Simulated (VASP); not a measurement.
The system is SnTe.

```
Sn Te
1.0
     4.24387    0.00000    0.00000
    -2.12194    3.67530    0.00000
     0.00000    0.00000   10.85050
Sn Te
2 2
Direct
  0.00000 0.00000 0.81118
  0.00000 0.00000 0.18882
  0.33333 0.66667 0.65846
  0.66667 0.33333 0.34154
```

The cell was generated, and may not be a known phase.

| Quantity | Value |
| --- | --- |
| Program | VASP 6.6.1 |
| Task | relaxation of cell and atoms |
| Functional | PBE |
| Potentials or basis | VASP PAW PBE potentials, release 64 (Sn_d, Te) |
| Cutoff | 600 eV |
| k mesh | 12 × 12 × 4 |
| Occupations | gaussian, width 0.02 eV |
| Spin | no spin polarisation |

At the start: pressure 0.1 GPa; volume 42.31 Å³/atom.

**Question.** Where does the relaxation end?

**Answer.** Over 26 steps the energy falls by 4.5 meV/atom and the volume is 45.70 Å³/atom (+8.0 %); space group P-3m1 (No. 164, to 0.1 Å) before and after.

Step by step:
| step | energy change (eV) | largest force (eV/Å) | pressure (GPa) | volume (Å³) |
| --- | --- | --- | --- | --- |
| 1 | 0.0000 | 0.0298 | 0.11 | 169.24 |
| 2 | -0.0020 | 0.0461 | -0.04 | 169.93 |
| 3 | -0.0025 | 0.1085 | -0.17 | 170.54 |
| 4 | -0.0036 | 0.1073 | -0.15 | 170.50 |
| 5 | -0.0062 | 0.1040 | -0.03 | 170.35 |
| 6 | -0.0061 | 0.0962 | 0.21 | 170.01 |
| 7 | -0.0070 | 0.0998 | 0.09 | 170.19 |
| 8 | -0.0085 | 0.0676 | 0.14 | 170.61 |
| 9 | -0.0108 | 0.0475 | 0.29 | 171.87 |
| 10 | -0.0119 | 0.0348 | 0.22 | 172.66 |
| 11 | -0.0137 | 0.0225 | -0.01 | 175.06 |
| 12 | -0.0138 | 0.0350 | -0.07 | 175.81 |
| 13 | -0.0138 | 0.0381 | -0.09 | 176.01 |
| 14 | -0.0142 | 0.0313 | -0.08 | 176.46 |
| 15 | -0.0152 | 0.0100 | -0.07 | 177.80 |
| 16 | -0.0160 | 0.0531 | -0.02 | 180.50 |
| 17 | -0.0171 | 0.0216 | -0.05 | 181.36 |
| 18 | -0.0177 | 0.0384 | -0.08 | 182.56 |
| 19 | -0.0178 | 0.0276 | 0.10 | 182.26 |
| 20 | -0.0180 | 0.0120 | 0.01 | 182.41 |
| 21 | -0.0180 | 0.0107 | 0.01 | 182.40 |
| 22 | -0.0180 | 0.0115 | 0.01 | 182.40 |
| 23 | -0.0180 | 0.0105 | 0.02 | 182.48 |
| 24 | -0.0180 | 0.0167 | 0.02 | 182.55 |
| 25 | -0.0180 | 0.0104 | 0.01 | 182.67 |
| 26 | -0.0180 | 0.0069 | -0.01 | 182.79 |

Final structure:
```yaml
crystal:
  lattice:
    - [4.19800, 0.00000, 0.00000]
    - [-2.09900, 3.63558, 0.00000]
    - [0.00000, 0.00000, 11.97690]
  atoms:
    - { symbol: Sn, position: [0.00000, 0.00000, 0.80664] }
    - { symbol: Sn, position: [0.00000, 0.00000, 0.19336] }
    - { symbol: Te, position: [0.33333, 0.66667, 0.66606] }
    - { symbol: Te, position: [0.66667, 0.33333, 0.33394] }
```
